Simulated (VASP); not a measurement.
Input of a VASP 6.6.1 run:

Contents of POSCAR:

```
Mg3ZnS4
1.0
   -2.8264040007      2.8264040007      5.6431498334
    2.8264040007     -2.8264040007      5.6431498334
    2.8264040007      2.8264040007     -5.6431498334
Mg S Zn
3 4 1
Direct
    0.7500000000      0.2500000000      0.5000000000
    0.5000000000      0.5000000000      0.0000000000
    0.2500000000      0.7500000000      0.5000000000
    0.1204653365      0.6357018830      0.0000000000
    0.8795346635      0.8795346635      0.5152365466
    0.6357018830      0.1204653365      0.0000000000
    0.3642981170      0.3642981170      0.4847634534
    0.0000000000      0.0000000000      0.0000000000
```

The input INCAR.step1:

```
  ALGO = Normal
  EDIFF = 1E-4
  ENCUT = 520
  GGA = PE
  ISMEAR = 0
  LASPH = T
  LCHARG = F
  LREAL = F
  LWAVE = T
  NBANDS = 31
  NELM = 100
  PREC = Accurate
  SIGMA = 0.01
```

Contents of INCAR.step2:

```
  ALGO = Normal
  EDIFF = 1E-7
  ENCUT = 520
  ISIF = 2
  ISMEAR = 0
  ISTART = 1
  LASPH = T
  LCHARG = T
  LELF = T
  LMIXTAU = T
  LREAL = F
  LVHAR = T
  LWAVE = F
  METAGGA = R2SCAN
  NBANDS = 31
  NELM = 100
  PREC = Accurate
  SIGMA = 0.01
```

KPOINTS

```
k-points
0
Gamma
  6 6 6
```

Potentials or basis: VASP PAW PBE potentials, release 64 (Mg, S, Zn).

Launch:

```console
$ cat potpaw_PBE.64/Mg/POTCAR potpaw_PBE.64/S/POTCAR potpaw_PBE.64/Zn/POTCAR > POTCAR
$ cp INCAR.step1 INCAR
$ mpirun -np 1 vasp_std > vasp.out
$ cp INCAR.step2 INCAR
$ mpirun -np 1 vasp_std > vasp.out
```

(1) Predict the pressure.

(2) Predict the largest force.

(3) What does it give for the band gap on the k mesh?

Results:

(1) -2.0 GPa.

(2) 0.017 eV/Å.

(3) 3.56 eV, direct.

Caveat: the PAW data sets were made with another functional, which shifts forces and pressure a little.
